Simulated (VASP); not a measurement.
# GaSb2 (P6_3/mmc) in VASP: relaxation of cell and atoms with PBE

Aim: the relaxation of cell and atoms of GaSb2 with PBE.

Program: VASP 6.6.1. These are calculated values, not measurements. Logs are shortened: lines on timing, memory, paths and dates and some standing lists are left out, and cuts for length are marked.

## 1. The cell of the first run

It takes space group P6_3/mmc (No. 194, hexagonal). Conventional cell: a = 4.159 Å, b = 4.159 Å, c = 10.997 Å, α = 90.00°, β = 90.00°, γ = 120.00°. Within 3.9 Å of Ga (site symmetry -6m2) lie 8 Sb at 2.98 to 3.74 Å. Sb (site symmetry 3m) has 4 Ga at 2.98 to 3.74 Å and 4 Sb at 3.11 to 3.52 Å within 3.9 Å.

## 2. Relaxation of cell and atoms, PBE

The input, INCAR:

```
PREC     = Accurate       # precision mode
ENCUT    = 600            # plane-wave cutoff, eV
EDIFF    = 1E-6           # SCF threshold, eV
ISMEAR   = 0              # smearing method
SIGMA    = 0.1            # smearing width, eV
LREAL    = False          # projectors in reciprocal space
LASPH    = True           # aspherical terms in the spheres
NELM     = 100            # most SCF steps
ALGO     = Normal         # electronic algorithm
ISIF     = 3              # what is computed and relaxed
LWAVE    = False          # write WAVECAR
LCHARG   = False          # write CHGCAR
GGA      = PE             # functional
IBRION   = 2              # ionic algorithm
NSW      = 100            # ionic steps
EDIFFG   = -0.01          # ionic threshold
```

The input, KPOINTS:

```
regular mesh
0
Gamma
  12 12 4
```

The input, POSCAR:

```
GaSb2
1.0
    4.1587346924      0.0000000000      0.0000000000
   -2.0793673462      3.6015698912      0.0000000000
    0.0000000000      0.0000000000     10.9965644429
Ga Sb
2 4
Direct
    0.3333333333      0.6666666667      0.2500000000
    0.6666666667      0.3333333333      0.7500000000
    0.3333333333      0.6666666667      0.5901436667
    0.6666666667      0.3333333333      0.0901436667
    0.3333333333      0.6666666667      0.9098563333
    0.6666666667      0.3333333333      0.4098563333
```

Potentials or basis: VASP PAW PBE potentials, release 64 (Ga_d, Sb).

Started as:

```
> cat potpaw_PBE.64/Ga_d/POTCAR potpaw_PBE.64/Sb/POTCAR > POTCAR
> mpirun -np 1 vasp_std > vasp.out
```

OUTCAR:

```text
PREC = Accurate
   ENCUT = 600
   EDIFF = 1E-6
   ISMEAR = 0
   LREAL = False
   LASPH = True
   NELM = 100
   ISIF = 3
   GGA = PE
   IBRION = 2
   NSW = 100
   EDIFFG = -0.01

 ion  position               nearest neighbor table
   1  0.333  0.667  0.250-   4 2.98   6 2.98   4 2.98   6 2.98   4 2.98   6 2.98
   2  0.667  0.333  0.750-   3 2.98   5 2.98   3 2.98   5 2.98   3 2.98   5 2.98
   3  0.333  0.667  0.590-   2 2.98   2 2.98   2 2.98   6 3.11   6 3.11   6 3.11   5 3.52
   4  0.667  0.333  0.090-   1 2.98   1 2.98   1 2.98   5 3.11   5 3.11   5 3.11   6 3.52
   5  0.333  0.667  0.910-   2 2.98   2 2.98   2 2.98   4 3.11   4 3.11   4 3.11   3 3.52
   6  0.667  0.333  0.410-   1 2.98   1 2.98   1 2.98   3 3.11   3 3.11   3 3.11   4 3.52

  LATTYP: Found a hexagonal cell.
 ALAT       =     4.1587346924
 C/A-ratio  =     2.6442091781

  Lattice vectors:

 A1 = (   4.1587346924,   0.0000000000,   0.0000000000)
 A2 = (  -2.0793673462,   3.6015698912,   0.0000000000)
 A3 = (   0.0000000000,   0.0000000000,  10.9965644429)

Analysis of symmetry for initial positions (statically):
=====================================================================
 Subroutine PRICEL returns:
 Original cell was already a primitive cell.

 Routine SETGRP: Setting up the symmetry group for a
 hexagonal supercell.

 Subroutine GETGRP returns: Found 24 space group operations
 (whereof 12 operations were pure point group operations)
 out of a pool of 24 trial point group operations.

The static configuration has the point symmetry D_3d.
 The point group associated with its full space group is D_6h.

Analysis of symmetry for dynamics (positions and initial velocities):
=====================================================================
 Subroutine PRICEL returns:
 Original cell was already a primitive cell.

 Routine SETGRP: Setting up the symmetry group for a
 hexagonal supercell.

 Subroutine GETGRP returns: Found 24 space group operations
 (whereof 12 operations were pure point group operations)
 out of a pool of 24 trial point group operations.

The dynamic configuration has the point symmetry D_3d.
 The point group associated with its full space group is D_6h.

 Subroutine INISYM returns: Found 24 space group operations
 (whereof 12 operations are pure point group operations),
 and found     1 'primitive' translations

----------------------------------------------------------------------------------------

                                     Primitive cell

  volume of cell :     164.7063

  direct lattice vectors                    reciprocal lattice vectors
     4.158734692  0.000000000  0.000000000     0.240457753  0.138828348  0.000000000
    -2.079367346  3.601569891  0.000000000     0.000000000  0.277656697  0.000000000
     0.000000000  0.000000000 10.996564443     0.000000000  0.000000000  0.090937493

  length of vectors
     4.158734692  4.158734692 10.996564443     0.277656697  0.277656697  0.090937493

  position of ions in fractional coordinates (direct lattice)
     0.333333333  0.666666667  0.250000000
     0.666666667  0.333333333  0.750000000
     0.333333333  0.666666667  0.590143667
     0.666666667  0.333333333  0.090143667
     0.333333333  0.666666667  0.909856333
     0.666666667  0.333333333  0.409856333

  ion indices of the primitive-cell ions
   primitive index   ion index
                 1           1
                 2           2
                 3           3
                 4           4
                 5           5
                 6           6

----------------------------------------------------------------------------------------

 KPOINTS: regular mesh

Automatic generation of k-mesh.
 Grid dimensions read from file:
 generate k-points for:   12   12    4

 Generating k-lattice:

  Cartesian coordinates                     Fractional coordinates (reciprocal lattice)
     0.020038146  0.011569029  0.000000000     0.083333333  0.000000000  0.000000000
     0.000000000  0.023138058  0.000000000     0.000000000  0.083333333  0.000000000
     0.000000000  0.000000000  0.022734373     0.000000000  0.000000000  0.250000000

  Length of vectors
     0.023138058  0.023138058  0.022734373

  Shift w.r.t. Gamma in fractional coordinates (k-lattice)
     0.000000000  0.000000000  0.000000000

 Subroutine IBZKPT returns following result:
 ===========================================

 Found     57 irreducible k-points:

 Following reciprocal coordinates:
            Coordinates               Weight
  0.000000  0.000000  0.000000      1.000000
  0.083333  0.000000  0.000000      6.000000
  0.166667  0.000000  0.000000      6.000000
  0.250000  0.000000  0.000000      6.000000
  0.333333 -0.000000  0.000000      6.000000
  0.416667  0.000000  0.000000      6.000000
[... 16 lines left out ...]
  0.250000  0.000000  0.250000     12.000000
  0.333333 -0.000000  0.250000     12.000000
 [... further k-points ...]
   k-points           NKPTS =     57   k-points in BZ     NKDIM =     57   number of bands    NBANDS=     27
   number of dos      NEDOS =    301   number of ions     NIONS =      6
   total plane-waves  NPLWV = 116640
   dimension x,y,z NGX =    36 NGY =   36 NGZ =   90
   dimension x,y,z NGXF=    72 NGYF=   72 NGZF=  180
   ions per type =               2   4
   NGX,Y,Z   is equivalent  to a cutoff of  14.39, 14.39, 13.61 a.u.
   NGXF,Y,Z  is equivalent  to a cutoff of  28.78, 28.78, 27.21 a.u.
 SYSTEM =  unknown system
   PREC   = accura    normal or accurate (medium, high low for compatibility)
   ISTART =      0    job   : 0-new  1-cont  2-samecut
   ICHARG =      2    charge: 1-file 2-atom 10-const
   ISPIN  =      1    spin polarized calculation?
   LNONCOLLINEAR =      F non collinear calculations
   LSORBIT =      F    spin-orbit coupling
   LASPH  =      T    aspherical Exc in radial PAW
   ENCUT  =  600.0 eV  44.10 Ry    6.64 a.u.   8.31  8.31 21.96*2*pi/ulx,y,z
   NELM   =    100;   NELMIN=  2; NELMDL= -5     # of ELM steps
   EDIFF  = 0.1E-05   stopping-criterion for ELM
   LREAL  =      F    real-space projection
   EDIFFG = -.1E-01   stopping-criterion for IOM
   NSW    =    100    number of steps for IOM
   IBRION =      2    ionic relax: 0-MD 1-quasi-New 2-CG
   NFREE  =      1    steps in history (QN), initial steepest desc. (CG)
   ISIF   =      3    stress and relaxation
   ISYM   =      2    0-nonsym 1-usesym 2-fastsym
   POTIM  = 0.5000    time-step for ionic-motion
   TEBEG  =    0.0;   TEEND  =   0.0 temperature during run
   PSTRESS=    0.0 pullay stress
   NELECT =      46.0000    total number of electrons
   NUPDOWN=      -1.0000    fix difference up-down
   EMIN   =  10.00;   EMAX   =-10.00  energy-range for DOS
   EFERMI =   0.00;   METHOD = LEGACY
   ISMEAR =     0;   SIGMA  =   0.10  broadening in eV -4-tet -1-fermi 0-gaus
   EFERMI_NEDOS =   21; number of points for ismear=-14 and -15
   IALGO  =     38    algorithm
   IMIX   =      4    mixing-type and parameters
     AMIX     =   0.40;   BMIX     =  1.00
     AMIX_MAG =   1.60;   BMIX_MAG =  1.00
  volume/ion in A,a.u.               =      27.45       185.25
  Fermi-wavevector in a.u.,A,eV,Ry     =   1.070099  2.022194 15.580202  1.145113
  Thomas-Fermi vector in A             =   2.205799
   LORBIT       =      0    0 simple, 1 ext, 2 COOP (PROOUT), +10 PAW based schemes
   GGA     = PE    functional components
   LHFCALC =     F    Hartree Fock is set to
   AEXX    =    0.0000 exact exchange contribution
   IVDW    =     0    specifies the selected vdW correction
   LEPSILON=     F    determine dielectric tensor
   LRPA    =     F    only Hartree local field effects (RPA)
 conjugate gradient relaxation of ions
 non-spin polarized calculation
 Gauss-broadening in eV      SIGMA  =   0.10
  energy-cutoff  :      600.00
  volume of cell :      164.71
 maximum number of plane-waves:      5533
 NGX is ok and might be reduce to    36
   NGX = 17   NGY = 17   NGZ = 43

--------------------------------------- Ionic step        1  -------------------------------------------

 number of electron      45.9999981 magnetization

 Free energy of the ion-electron system (eV)
  ---------------------------------------------------
  ext. energy  EPLUGINS =         0.00000000
  ---------------------------------------------------
  free energy    TOTEN  =       -21.60117428 eV

  energy without entropy =      -21.58397119  energy(sigma->0) =      -21.59257273

------------------------ aborting loop because EDIFF is reached ----------------------------------------

  FORCE on cell =-STRESS in cart. coord.  units (eV):
  Direction    XX          YY          ZZ          XY          YZ          ZX
  --------------------------------------------------------------------------------------
  -------------------------------------------------------------------------------------
  Total       -0.6731405     -0.6731405      1.3351507      0.0000000      0.0000000      0.0000000
  in kB       -6.5479634     -6.5479634     12.9876558      0.0000000      0.0000000      0.0000000
  external PRESSURE =      -0.0360903 kB  Pullay stress =       0.0000000 kB
[... 101 lines left out ...]
  FREE ENERGIE OF THE ION-ELECTRON SYSTEM (eV)
  ---------------------------------------------------
  free  energy   TOTEN  =       -21.6245758160 eV

  energy  without entropy=      -21.6072512747  energy(sigma->0) =      -21.61591355

[... ionic steps 4 to 14 ...]

--------------------------------------- Ionic step       15  -------------------------------------------

 number of electron      46.0000003 magnetization

------------------------ aborting loop because EDIFF is reached ----------------------------------------

  FORCE on cell =-STRESS in cart. coord.  units (eV):
  Direction    XX          YY          ZZ          XY          YZ          ZX
  --------------------------------------------------------------------------------------
  -------------------------------------------------------------------------------------
  Total        0.0390768      0.0390768     -0.0938836      0.0000000     -0.0000000      0.0000000
  in kB        0.3890744      0.3890744     -0.9347671      0.0000000     -0.0000000      0.0000000
  external PRESSURE =      -0.0522061 kB  Pullay stress =       0.0000000 kB
[... 65 lines left out ...]
  energy  without entropy=      -21.6149458716  energy(sigma->0) =      -21.62343483

--------------------------------------- Ionic step       17  -------------------------------------------

 number of electron      46.0000001 magnetization

 Free energy of the ion-electron system (eV)
  ---------------------------------------------------
  ext. energy  EPLUGINS =         0.00000000
  ---------------------------------------------------
  free energy    TOTEN  =       -21.63202005 eV

  energy without entropy =      -21.61512315  energy(sigma->0) =      -21.62357160

 E-fermi :   6.5015     XC(G=0):  -9.8344

 val. band max:        6.4893075209   @ k =   0.3333  -0.0000   0.2500
 cond. band min:       6.5138667536   @ k =   0.1667   0.0833   0.0000
 fundamental gap:      0.0245592327
 Fermi energy:         6.5015362091

 k-point     1 :       0.0000    0.0000    0.0000
  band No.  band energies     occupation
      1      -8.3596      2.00000
      2      -8.3596      2.00000
      3      -8.3591      2.00000
      4      -8.3591      2.00000
      5      -8.3569      2.00000
      6      -8.3551      2.00000
[... 709 lines left out ...]
     26       8.1083      0.00000
     27       8.1498      0.00000

 [... further k-points ...]

------------------------ aborting loop because EDIFF is reached ----------------------------------------

  FORCE on cell =-STRESS in cart. coord.  units (eV):
  Direction    XX          YY          ZZ          XY          YZ          ZX
  --------------------------------------------------------------------------------------
  -------------------------------------------------------------------------------------
  Total        0.0427969      0.0427969      0.0115515      0.0000000     -0.0000000      0.0000000
  in kB        0.4258746      0.4258746      0.1149497      0.0000000     -0.0000000      0.0000000
  external PRESSURE =       0.3222329 kB  Pullay stress =       0.0000000 kB
[... 21 lines left out ...]
  FREE ENERGIE OF THE ION-ELECTRON SYSTEM (eV)
  ---------------------------------------------------
  free  energy   TOTEN  =       -21.6320200524 eV

  energy  without entropy=      -21.6151231533  energy(sigma->0) =      -21.62357160

 reached required accuracy - stopping structural energy minimisation
```

It took 65 min on 1 thread of Intel Xeon 8259CL, shared host; peak memory 0.55 GiB.

What came out:

```yaml
Free_energy: -21.6320 eV
Relaxed_volume: 26.83 Å³/atom
Relaxed_cell: a = 4.066 Å, b = 4.066 Å, c = 11.245 Å, α = 90.00°, β = 90.00°, γ = 120.00°
Space_group_after_relaxing_to_0.1_Å: P6_3/mmc (No. 194)
Energy_gained_by_relaxing: 5.1 meV/atom
Ionic_steps: 17
Pressure_after_relaxing: 0.0 GPa
Largest_force_after_relaxing: 0.004 eV/Å
Band_gap_on_the_k_mesh: zero (bands 23 and 24 overlap by 2.66 eV)
```

Forces in eV/Å, atoms in the order of the input:
```
Ga   0.000  0.000  0.000
Ga   0.000  0.000  0.000
Sb   0.000  0.000  0.004
Sb   0.000  0.000  0.004
Sb   0.000  0.000 -0.004
Sb   0.000  0.000 -0.004
```

The path:
```csv
step,energy change (eV),largest force (eV/Å),pressure (GPa),volume (Å³)
1,0.0000,0.0265,0.00,164.71
2,-0.0169,0.0147,-0.35,164.68
3,-0.0234,0.0032,-0.68,164.61
4,-0.0299,0.0388,0.09,161.27
5,-0.0300,0.0351,0.05,161.58
6,-0.0299,0.0338,-0.04,161.71
7,-0.0299,0.0345,0.02,161.64
8,-0.0302,0.0283,0.00,161.57
9,-0.0305,0.0192,-0.02,161.45
10,-0.0306,0.0030,-0.09,161.22
11,-0.0307,0.0018,0.00,160.95
12,-0.0307,0.0014,0.04,160.89
13,-0.0307,0.0016,0.00,160.92
14,-0.0307,0.0016,0.04,160.90
15,-0.0307,0.0016,-0.01,160.92
16,-0.0307,0.0023,0.00,160.94
17,-0.0308,0.0040,0.03,161.01
```

Final structure:
```xyz
6
Lattice="4.0661 0.0000 0.0000 -2.0331 3.5214 0.0000 0.0000 0.0000 11.2447" Properties=species:S:1:pos:R:3 pbc="T T T"
Ga    0.0000    2.3476    2.8112
Ga    2.0331    1.1738    8.4335
Sb    0.0000    2.3476    6.6522
Sb    2.0331    1.1738    1.0299
Sb    0.0000    2.3476   10.2148
Sb    2.0331    1.1738    4.5925
```

Caveat: spin-orbit coupling is left out, which moves the levels of the heavy elements.

The gap in the log of VASP goes by the Fermi energy; the results here count the filled bands.